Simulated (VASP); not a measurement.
Wanted: the native input for a VASP 6.6.1 run.

* Task: single point
* Functional: PBE
* Potentials or basis: VASP PAW PBE potentials, release 64 (Ir)
* Cutoff: 500 eV
* k mesh: 13 × 13 × 13
* Occupations: gaussian, width 0.1 eV
* Spin: no spin polarisation
* Dipole correction: no
* Further INCAR settings: ALGO = Normal; EDIFF = 1e-06; NBANDS = 10

The structure of Ir lies in POSCAR:

```
Ir
1.0
    0.0000000000      1.9408081540      1.9408081540
    1.9408081540      0.0000000000      1.9408081540
    1.9408081540      1.9408081540      0.0000000000
Ir
1
Direct
    0.0000000000      0.0000000000      0.0000000000
```

These files were run (other wordings do the same):

INCAR

```
SYSTEM = Ir
ALGO = Normal
EDIFF = 1E-6
ENCUT = 500
GGA = PE
GGA_COMPAT = .FALSE.
ISIF = 2
ISMEAR = 0
LASPH = .TRUE.
LCHARG = .TRUE.
LELF = .TRUE.
LREAL = .FALSE.
LVHAR = .TRUE.
LWAVE = .FALSE.
NBANDS = 10
NELM = 120
PREC = Accurate
SIGMA = 0.1
```

KPOINTS

```
k-points
0
G
  13 13 13
  0 0 0
```

Potentials or basis: VASP PAW PBE potentials, release 64 (Ir).

Launch:

```console
$ cat potpaw_PBE.64/Ir/POTCAR > POTCAR
$ mpirun -np 1 vasp_std > vasp.out
```

It gave:

```json
{
  "Pressure": "-2.2 GPa",
  "Band gap on the k mesh": "zero (an odd number of electrons rules out a gap without spin polarisation)"
}
```

Caveat: spin-orbit coupling is left out, which moves the levels of the heavy elements.

It took 15 s on 1 thread of Intel(R) Xeon(R) Platinum 8375C CPU @ 2.90GHz (Ice Lake) (shared host), peak memory 0.13 GiB.
